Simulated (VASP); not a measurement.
A run of VASP 6.6.1:

File INCAR:

```
SYSTEM = GeCl5
PREC = Accurate ; ENCUT = 520
EDIFF = 1E-7 ; ISMEAR = 0
SIGMA = 0.1 ; LREAL = .FALSE.
LASPH = .TRUE. ; NELM = 80
ALGO = Normal ; ISIF = 2
LWAVE = .FALSE. ; LCHARG = .TRUE.
GGA = PE ; LELF = .TRUE.
LVHAR = .TRUE. ; NBANDS = 34
```

The input KPOINTS:

```
regular mesh
0
G
  6 6 2
  0 0 0
```

File POSCAR:

```
GeCl5
1.0
    4.6195111538      0.0000000026      0.0000000000
   -2.3097555792      4.0006140110      0.0000000000
    0.0000000000      0.0000000000     10.3876471408
Ge Cl
1 5
Direct
    0.0000000000      0.0000000000      0.0000000000
    0.0000000000      0.0000000000      0.5000000000
    0.3333333333      0.6666666667      0.5000000000
    0.0000000000      0.0000000000      0.7834285891
    0.0000000000      0.0000000000      0.2165714109
    0.3333333333      0.6666666667      0.0000000000
```

Potentials or basis: VASP PAW PBE potentials, release 64 (Ge_d, Cl).

The run is started by

```sh
$ cat potpaw_PBE.64/Ge_d/POTCAR potpaw_PBE.64/Cl/POTCAR > POTCAR
$ mpirun -np 1 vasp_std > vasp.out
```

Hardware: 1 thread of Intel(R) Xeon(R) 6975P-C (Granite Rapids), with other jobs on the host.

**Question.** Estimate the wall time of this run.

**Answer.** Run time: 54 s on 1 thread of Intel(R) Xeon(R) 6975P-C (Granite Rapids), with other jobs on the host, peak memory 0.32 GiB. Counts: scf iterations 17, k points 14.
